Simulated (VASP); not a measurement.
# Mg (P6_3/mmc) in VASP: notebook, part 2 of 2

VASP 6.6.1. The steps go on from the part before.

### 3 Relaxation of cell and atoms, revPBE

This run uses another cell than the first one, of the same volume but with other edges.

INCAR reads:

```
SYSTEM = Mg
PREC = Accurate ; ENCUT = 600
EDIFF = 1E-6 ; ISMEAR = -1
SIGMA = 0.05 ; LREAL = .False.
LASPH = .True. ; NELM = 80
ALGO = Normal ; ISIF = 3
LWAVE = .False. ; LCHARG = .False.
GGA = RE ; IBRION = 2
NSW = 80 ; EDIFFG = -0.02
```

KPOINTS reads:

```
regular mesh
0
Gamma
  10 10 5
  0 0 0
```

POSCAR reads:

```
Mg
1.0
    3.2093000000      0.0000000000      0.0000000000
   -1.6046500000      2.7793353284      0.0000000000
    0.0000000000      0.0000000000      5.2103000000
Mg
2
Direct
    0.6666666667      0.3333333333      0.7500000000
    0.3333333333      0.6666666667      0.2500000000
```

Potentials or basis: VASP PAW PBE potentials, release 64 (Mg).

Run with:

```
$ cat potpaw_PBE.64/Mg/POTCAR > POTCAR
$ mpirun -np 1 vasp_std > vasp.out
```

OUTCAR:

```text
SYSTEM = Mg
   PREC = Accurate
   ENCUT = 600
   EDIFF = 1E-6
   ISMEAR = -1
   LREAL = .False.
   LASPH = .True.
   NELM = 80
   ISIF = 3
   GGA = RE
   IBRION = 2
   NSW = 80
   EDIFFG = -0.02

 ion  position               nearest neighbor table
   1  0.667  0.333  0.750-   2 3.20   2 3.20   2 3.20   2 3.20   2 3.20   2 3.20
   2  0.333  0.667  0.250-   1 3.20   1 3.20   1 3.20   1 3.20   1 3.20   1 3.20

  LATTYP: Found a hexagonal cell.
 ALAT       =     3.2093000000
 C/A-ratio  =     1.6235004518

  Lattice vectors:

 A1 = (   3.2093000000,   0.0000000000,   0.0000000000)
 A2 = (  -1.6046500000,   2.7793353284,   0.0000000000)
 A3 = (   0.0000000000,   0.0000000000,   5.2103000000)

Analysis of symmetry for initial positions (statically):
=====================================================================
 Subroutine PRICEL returns:
 Original cell was already a primitive cell.

 Routine SETGRP: Setting up the symmetry group for a
 hexagonal supercell.

 Subroutine GETGRP returns: Found 24 space group operations
 (whereof 12 operations were pure point group operations)
 out of a pool of 24 trial point group operations.

The static configuration has the point symmetry D_3d.
 The point group associated with its full space group is D_6h.

Analysis of symmetry for dynamics (positions and initial velocities):
=====================================================================
 Subroutine PRICEL returns:
 Original cell was already a primitive cell.

 Routine SETGRP: Setting up the symmetry group for a
 hexagonal supercell.

 Subroutine GETGRP returns: Found 24 space group operations
 (whereof 12 operations were pure point group operations)
 out of a pool of 24 trial point group operations.

The dynamic configuration has the point symmetry D_3d.
 The point group associated with its full space group is D_6h.

 Subroutine INISYM returns: Found 24 space group operations
 (whereof 12 operations are pure point group operations),
 and found     1 'primitive' translations

----------------------------------------------------------------------------------------

                                     Primitive cell

  volume of cell :      46.4744

  direct lattice vectors                    reciprocal lattice vectors
     3.209300000  0.000000000  0.000000000     0.311594429  0.179899127  0.000000000
    -1.604650000  2.779335328  0.000000000     0.000000000  0.359798255  0.000000000
     0.000000000  0.000000000  5.210300000     0.000000000  0.000000000  0.191927528

  length of vectors
     3.209300000  3.209300000  5.210300000     0.359798255  0.359798255  0.191927528

  position of ions in fractional coordinates (direct lattice)
     0.666666667  0.333333333  0.750000000
     0.333333333  0.666666667  0.250000000

  ion indices of the primitive-cell ions
   primitive index   ion index
                 1           1
                 2           2

----------------------------------------------------------------------------------------

 KPOINTS: regular mesh

Automatic generation of k-mesh.
 Grid dimensions read from file:
 generate k-points for:   10   10    5
[... 47 lines left out ...]
   number of dos      NEDOS =    301   number of ions     NIONS =      2
   total plane-waves  NPLWV =  32928
   dimension x,y,z NGX =    28 NGY =   28 NGZ =   42
   dimension x,y,z NGXF=    56 NGYF=   56 NGZF=   84
   ions per type =               2
   NGX,Y,Z   is equivalent  to a cutoff of  14.50, 14.50, 13.40 a.u.
   NGXF,Y,Z  is equivalent  to a cutoff of  29.01, 29.01, 26.80 a.u.
 SYSTEM =  Mg
   PREC   = accura    normal or accurate (medium, high low for compatibility)
   ISTART =      0    job   : 0-new  1-cont  2-samecut
   ICHARG =      2    charge: 1-file 2-atom 10-const
   ISPIN  =      1    spin polarized calculation?
   LNONCOLLINEAR =      F non collinear calculations
   LSORBIT =      F    spin-orbit coupling
   LASPH  =      T    aspherical Exc in radial PAW
   ENCUT  =  600.0 eV  44.10 Ry    6.64 a.u.   6.41  6.41 10.41*2*pi/ulx,y,z
   NELM   =     80;   NELMIN=  2; NELMDL= -5     # of ELM steps
   EDIFF  = 0.1E-05   stopping-criterion for ELM
   LREAL  =      F    real-space projection
   EDIFFG = -.2E-01   stopping-criterion for IOM
   NSW    =     80    number of steps for IOM
   IBRION =      2    ionic relax: 0-MD 1-quasi-New 2-CG
   NFREE  =      1    steps in history (QN), initial steepest desc. (CG)
   ISIF   =      3    stress and relaxation
   ISYM   =      2    0-nonsym 1-usesym 2-fastsym
   POTIM  = 0.5000    time-step for ionic-motion
   TEBEG  =    0.0;   TEEND  =   0.0 temperature during run
   PSTRESS=    0.0 pullay stress
   NELECT =       4.0000    total number of electrons
   NUPDOWN=      -1.0000    fix difference up-down
   EMIN   =  10.00;   EMAX   =-10.00  energy-range for DOS
   EFERMI =   0.00;   METHOD = LEGACY
   ISMEAR =    -1;   SIGMA  =   0.05  broadening in eV -4-tet -1-fermi 0-gaus
   EFERMI_NEDOS =   21; number of points for ismear=-14 and -15
   IALGO  =     38    algorithm
   IMIX   =      4    mixing-type and parameters
     AMIX     =   0.40;   BMIX     =  1.00
     AMIX_MAG =   1.60;   BMIX_MAG =  1.00
  volume/ion in A,a.u.               =      23.24       156.81
  Fermi-wavevector in a.u.,A,eV,Ry     =   0.722809  1.365911  7.108401  0.522453
  Thomas-Fermi vector in A             =   1.812866
   LORBIT       =      0    0 simple, 1 ext, 2 COOP (PROOUT), +10 PAW based schemes
   GGA     = RE    functional components
   LHFCALC =     F    Hartree Fock is set to
   AEXX    =    0.0000 exact exchange contribution
   IVDW    =     0    specifies the selected vdW correction
   LEPSILON=     F    determine dielectric tensor
   LRPA    =     F    only Hartree local field effects (RPA)
 conjugate gradient relaxation of ions
 non-spin polarized calculation
  energy-cutoff  :      600.00
  volume of cell :       46.47
 maximum number of plane-waves:      1578
 NGX is ok and might be reduce to    28

--------------------------------------- Ionic step        1  -------------------------------------------

 number of electron       4.0000000 magnetization

 Free energy of the ion-electron system (eV)
  ---------------------------------------------------
  ext. energy  EPLUGINS =         0.00000000
  ---------------------------------------------------
  free energy    TOTEN  =        -2.71563130 eV

  energy without entropy =       -2.70397949  energy(sigma->0) =       -2.70980540

------------------------ aborting loop because EDIFF is reached ----------------------------------------

  FORCE on cell =-STRESS in cart. coord.  units (eV):
  Direction    XX          YY          ZZ          XY          YZ          ZX
  --------------------------------------------------------------------------------------
  -------------------------------------------------------------------------------------
  Total        0.0035293      0.0035293      0.3152187     -0.0000000      0.0000000      0.0000000
  in kB        0.1216705      0.1216705     10.8669722     -0.0000000      0.0000000      0.0000000
  external PRESSURE =       3.7034377 kB  Pullay stress =       0.0000000 kB
[... 203 lines left out ...]
--------------------------------------- Ionic step        7  -------------------------------------------

 number of electron       4.0000000 magnetization

 Free energy of the ion-electron system (eV)
  ---------------------------------------------------
  ext. energy  EPLUGINS =         0.00000000
  ---------------------------------------------------
  free energy    TOTEN  =        -2.72090948 eV

  energy without entropy =       -2.71228395  energy(sigma->0) =       -2.71659672

 E-fermi :   2.6439     XC(G=0):  -8.3358

 val. band max:        2.5779545838   @ k =   0.3000   0.3000   0.4000
 cond. band min:       2.6596527640   @ k =   0.4000   0.1000   0.4000
 fundamental gap:      0.0816981802
 Fermi energy:         2.6439086959

 k-point     1 :       0.0000    0.0000    0.0000
  band No.  band energies     occupation
      1      -4.2309      2.00000
      2       0.7885      2.00000
      3       1.1106      2.00000
      4      13.7161      0.00000
      5      13.7161      0.00000
      6      13.8845      0.00000
[... 199 lines left out ...]
 k-point    24 :       0.4000    0.1000    0.2000
  band No.  band energies     occupation
      1       0.0300      2.00000
      2       1.8360      2.00000
      3       3.1615      0.00006
      4       4.9018      0.00000
      5       6.7904      0.00000
      6       7.8092      0.00000

 [... further k-points ...]

------------------------ aborting loop because EDIFF is reached ----------------------------------------

  FORCE on cell =-STRESS in cart. coord.  units (eV):
  Direction    XX          YY          ZZ          XY          YZ          ZX
  --------------------------------------------------------------------------------------
  -------------------------------------------------------------------------------------
  Total       -0.0029931     -0.0029931     -0.0074305      0.0000000     -0.0000000      0.0000000
  in kB       -0.1019534     -0.1019534     -0.2531007      0.0000000     -0.0000000      0.0000000
  external PRESSURE =      -0.1523358 kB  Pullay stress =       0.0000000 kB
[... 17 lines left out ...]
  FREE ENERGIE OF THE ION-ELECTRON SYSTEM (eV)
  ---------------------------------------------------
  free  energy   TOTEN  =        -2.7209094769 eV

  energy  without entropy=       -2.7122839533  energy(sigma->0) =       -2.71659672

 reached required accuracy - stopping structural energy minimisation
```

OSZICAR:

```text
N       E                     dE             d eps       ncg     rms          rms(c)
DAV:   1     0.795775651475E+00    0.79578E+00   -0.14381E+03   504   0.538E+02
DAV:   2    -0.269764084440E+01   -0.34934E+01   -0.32807E+01   714   0.313E+01
DAV:   3    -0.272201553821E+01   -0.24375E-01   -0.23099E-01   696   0.340E+00
[... 33 lines left out ...]
DAV:   1    -0.272078496190E+01   -0.92795E-06   -0.89248E-06   702   0.161E-02    0.139E-03
DAV:   2    -0.272078491101E+01    0.50890E-07   -0.43241E-08   312   0.166E-03
   6 F= -.27207849E+01 E0= -.27164756E+01  d E =-.947621E-03
       N       E                     dE             d eps       ncg     rms          rms(c)
DAV:   1    -0.272090999283E+01   -0.12503E-03   -0.79622E-04   684   0.171E-01    0.991E-03
DAV:   2    -0.272090947694E+01    0.51589E-06   -0.30781E-06   576   0.128E-02
   7 F= -.27209095E+01 E0= -.27165967E+01  d E =-.124566E-03
```

CONTCAR:

```text
Mg
   1.00000000000000
     3.1907129537491254    0.0000000000000000    0.0000000000000000
    -1.5953564768745627    2.7632384741648259    0.0000000000000000
     0.0000000000000000    0.0000000000000000    5.3349186168811418
  Mg
     2
Direct
     0.6666666667000030    0.3333333332999970    0.7500000000000000
     0.3333333332999970    0.6666666667000030    0.2500000000000000

  0.00000000E+00  0.00000000E+00  0.00000000E+00
  0.00000000E+00  0.00000000E+00  0.00000000E+00
```

Wall time 38 s (1 thread of AMD EPYC 7R43 (Zen 3), shared host); peak memory 0.15 GiB.

Results:

| Property | Result |
| --- | --- |
| Free energy | -2.7209 eV |
| Relaxed volume | 23.52 Å³/atom |
| Relaxed cell | a = 3.191 Å, b = 3.191 Å, c = 5.335 Å, α = 90.00°, β = 90.00°, γ = 120.00° |
| Space group after relaxing (to 0.05 Å) | P6_3/mmc (No. 194) |
| Energy gained by relaxing | 2.6 meV/atom |
| Ionic steps | 7 |
| Pressure after relaxing | 0.0 GPa |
| Band gap on the k mesh | zero (band 2 reaches 3.16 eV, above the bottom of band 3 at 1.11 eV) |

Step by step:
```csv
step,energy change (eV),largest force (eV/Å),pressure (GPa),volume (Å³)
1,0.0000,0.0000,0.37,46.47
2,-0.0022,0.0000,0.11,46.84
3,-0.0035,0.0000,-0.63,47.92
4,-0.0042,0.0000,-0.33,47.46
5,-0.0052,0.0000,-0.15,47.23
6,-0.0052,0.0000,-0.16,47.24
7,-0.0053,0.0000,-0.02,47.04
```

Final structure:
```cif
data_structure
_symmetry_space_group_name_H-M 'P 1'
_symmetry_Int_Tables_number 1
_cell_length_a 3.1907
_cell_length_b 3.1907
_cell_length_c 5.3349
_cell_angle_alpha 90.000
_cell_angle_beta 90.000
_cell_angle_gamma 120.000
_cell_volume 47.04
loop_
_atom_site_label
_atom_site_type_symbol
_atom_site_fract_x
_atom_site_fract_y
_atom_site_fract_z
_atom_site_occupancy
Mg1 Mg 0.66667 0.33333 0.75000 1
Mg2 Mg 0.33333 0.66667 0.25000 1
```

Caveat: the PAW data sets were made with another functional, which shifts forces and pressure a little.

### 4 Single point, PBE+D3(BJ)

This run uses another cell than the first one, of 21.77 Å³/atom, 0.937 times its volume.

INCAR reads:

```
SYSTEM = Mg
ALGO = Normal
EDIFF = 1E-7
ENCUT = 520
GGA = PE
ISIF = 2
ISMEAR = -1
IVDW = 12
LASPH = .True.
LCHARG = .True.
LELF = .True.
LREAL = .False.
LVHAR = .True.
LWAVE = .False.
NBANDS = 9
NELM = 80
PREC = Accurate
SIGMA = 0.05
```

KPOINTS reads:

```
k-points
0
Gamma
  10 10 5
  0 0 0
```

POSCAR reads:

```
Mg
1.0
    3.1111552052      0.0000000000      0.0000000000
   -1.5555776026      2.6943394428      0.0000000000
    0.0000000000      0.0000000000      5.1942414708
Mg
2
Direct
    0.6666666667      0.3333333333      0.7500000000
    0.3333333333      0.6666666667      0.2500000000
```

Run with:

```
$ cat potpaw_PBE.64/Mg/POTCAR > POTCAR
$ mpirun -np 1 vasp_std > vasp.out
```

Run time: 9.3 s. Hardware: 1 thread of Intel Xeon 6975P-C, shared host; peak memory 0.17 GiB.

It converged, with:

| Item | Value |
| --- | --- |
| Free energy | -3.5955 eV |
| Pressure | -0.1 GPa |
| Band gap on the k mesh | zero (band 2 reaches 3.47 eV, above the bottom of band 3 at 1.42 eV) |
| Dispersion energy per atom | -0.299 eV |

Levels at points of the mesh, in eV from the Fermi level:
| k point | band 1 | band 2 | band 3 | band 4 | band 5 | band 6 | band 7 |
| --- | --- | --- | --- | --- | --- | --- | --- |
| (0.00, 0.00, 0.00) | -7.21 | -1.97 | -1.55 | 11.50 | 11.50 | 11.80 | 11.80 |
| (0.50, 0.00, 0.00) | -2.21 | -2.12 | 2.65 | 2.93 | 3.19 | 3.67 | 7.40 |

Caveat: pairwise dispersion overbinds metals, which lowers pressure and volume.

### 5 Overview

```tsv
task	level	cell	cutoff (eV)	gap on the mesh (eV)	pressure (GPa)
single point	PBE+D4	a = 3.176, b = 3.176, c = 5.320 Å, angles 90.0, 90.0, 120.0°, 2 atoms	520	none	-0.1
relaxation of cell and atoms	revPBE	relaxed from a = 3.209, b = 3.209, c = 5.210 Å, angles 90.0, 90.0, 120.0°, 2 atoms	600	none	0.0
single point	PBE+D3(BJ)	a = 3.111, b = 3.111, c = 5.194 Å, angles 90.0, 90.0, 120.0°, 2 atoms	520	none	-0.1
```

Alike in all rows: potentials or basis VASP PAW PBE potentials, release 64 (Mg); no spin polarisation; k mesh 10 × 10 × 5; smearing fermi-dirac 0.05 eV.

Caveats: pairwise dispersion overbinds metals, which lowers pressure and volume (some runs); the PAW data sets were made with another functional, which shifts forces and pressure a little (some runs).

Total energies depend on the potentials used, so only differences within one code and one set of settings carry meaning.
